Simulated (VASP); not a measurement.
Crystal: Ir.

```
Ir
1.0
     0.00000    1.91560    1.91560
     1.91560    0.00000    1.91560
     1.91560    1.91560    0.00000
Ir
1
Direct
  0.00000 0.00000 0.00000
```

- Program: VASP 6.6.1
- Task: relaxation of cell and atoms
- Functional: r2SCAN
- Potentials or basis: VASP PAW PBE potentials, release 64 (Ir)
- Cutoff: 600 eV
- k mesh: 11 × 11 × 11
- Occupations: fermi-dirac, width 0.05 eV
- Spin: no spin polarisation

At the start: pressure 7.2 GPa; volume 14.06 Å³/atom.

Question: Where does the relaxation end?

Answer: Over 3 steps the energy falls by 5.6 meV/atom and the volume is 14.33 Å³/atom (+1.9 %); space group Fm-3m (No. 225, to 0.1 Å) before and after.

The path:
```tsv
step	energy change (eV)	largest force (eV/Å)	pressure (GPa)	volume (Å³)
1	0.0000	0.0000	7.19	14.06
2	0.0749	0.0000	-22.44	15.38
3	-0.0056	0.0000	-0.21	14.33
```

Final structure:
```cif
data_structure
_symmetry_space_group_name_H-M 'P 1'
_symmetry_Int_Tables_number 1
_cell_length_a 2.7261
_cell_length_b 2.7261
_cell_length_c 2.7261
_cell_angle_alpha 60.000
_cell_angle_beta 60.000
_cell_angle_gamma 60.000
_cell_volume 14.33
loop_
_atom_site_label
_atom_site_type_symbol
_atom_site_fract_x
_atom_site_fract_y
_atom_site_fract_z
_atom_site_occupancy
Ir1 Ir 0.00000 0.00000 0.00000 1
```

Caveat: the PAW data sets were made with another functional, which shifts forces and pressure a little.
